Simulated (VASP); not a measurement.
A run of VASP 6.6.1:

File INCAR:

```
PREC = Accurate
ENCUT = 500
EDIFF = 1E-7
ISMEAR = -1
SIGMA = 0.05
LREAL = False
LASPH = True
NELM = 120
ALGO = Normal
ISIF = 3
LWAVE = False
LCHARG = False
GGA = PE
IBRION = 2
NSW = 60
EDIFFG = -0.005
PSTRESS = 510.0
GGA_COMPAT = False
NELMIN = 4
```

KPOINTS

```
Automatic mesh
0
Gamma
  16 16 16
```

Contents of POSCAR:

```
Sc
1.0
   -2.4109656143      2.4109656143      1.3260310879
    2.4109656143     -2.4109656143      1.3260310879
    2.4109656143      2.4109656143     -1.3260310879
Sc
2
Direct
   -0.3750000000     -0.1250000000     -0.2500000000
    0.3750000000      0.1250000000      0.2500000000
```

Potentials or basis: VASP PAW PBE potentials, release 64 (Sc_sv).

Command:

```sh
$ cat potpaw_PBE.64/Sc_sv/POTCAR > POTCAR
$ mpirun -np 1 vasp_std > vasp.out
```

Hardware: 1 thread of Intel(R) Xeon(R) 6975P-C (Granite Rapids), with other jobs on the host.

Problem. Estimate the wall time of this run.

Solution. Run time: 8 min on 1 thread of Intel(R) Xeon(R) 6975P-C (Granite Rapids) (shared host), peak memory 0.27 GiB. Counts: scf iterations 69, k points 349, ion steps 9.
